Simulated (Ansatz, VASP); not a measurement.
**MgO in VASP and in Ansatz**

The input INCAR:

```
ALGO     = Normal         # electronic algorithm
EDIFF    = 1E-6           # SCF threshold, eV
ENCUT    = 520            # plane-wave cutoff, eV
GGA      = CA             # functional
ISIF     = 2              # what is computed and relaxed
ISMEAR   = 0              # smearing method
LASPH    = True           # aspherical terms in the spheres
LCHARG   = True           # write CHGCAR
LELF     = True           # ELF
LREAL    = False          # projectors in reciprocal space
LVHAR    = True         
LWAVE    = False          # write WAVECAR
NBANDS   = 11             # bands
NELM     = 80             # most SCF steps
PREC     = Accurate       # precision mode
SIGMA    = 0.01           # smearing width, eV
```

File KPOINTS:

```
k-points
0
Gamma
  8 8 8
```

POSCAR

```
MgO
1.0
    2.9818690000      0.0000000000      0.0000000000
    1.4909345000      2.5823743048      0.0000000000
    1.4909345000      0.8607914349      2.4346858433
Mg O
1 1
Direct
    0.0000000000      0.0000000000      0.0000000000
    0.5000000000      0.5000000000      0.5000000000
```

Input for Ansatz:

```yaml
crystal:
  lattice:
    a: 2.981869
    b: 2.981869
    c: 2.981869
    alpha: 60.0
    beta: 60.0
    gamma: 60.0
  atoms:
    - { symbol: Mg, position: [0.0, 0.0, 0.0] }
    - { symbol: O, position: [0.5, 0.5, 0.5] }
basis:
  ecutwfc: 470.0
  xc_grid: 1
kpoints:
  mp_grid:
    grid: [8, 8, 8]
hamiltonian:
  xc: lda
scf:
  occupations:
    method: fixed
output:
  eigenvalues: true
```

Alike in both runs: task single point; functional LDA; k mesh 8 × 8 × 8; no spin polarisation.

|  | VASP | Ansatz |
| --- | --- | --- |
| version | VASP 6.6.1 | Ansatz 0.2.0 |
| potentials or method | VASP PAW LDA potentials, release 64 (Mg, O), cutoff 520 eV | plane waves, PAW |
| occupations | gaussian, width 0.01 eV | fixed |
| valence electrons in the cell | 8 | 16 |

```tsv
	VASP	Ansatz	Ansatz less VASP
gap on the k mesh at the Fermi level (eV)	4.62	4.62	+0.002
```

LDA's correlation is that of Perdew and Zunger in VASP and of Perdew and Wang (1992) in Ansatz. VASP's potentials hold 8 valence electrons a cell and Ansatz's 16, so a difference there can come from the potentials and not from the codes.
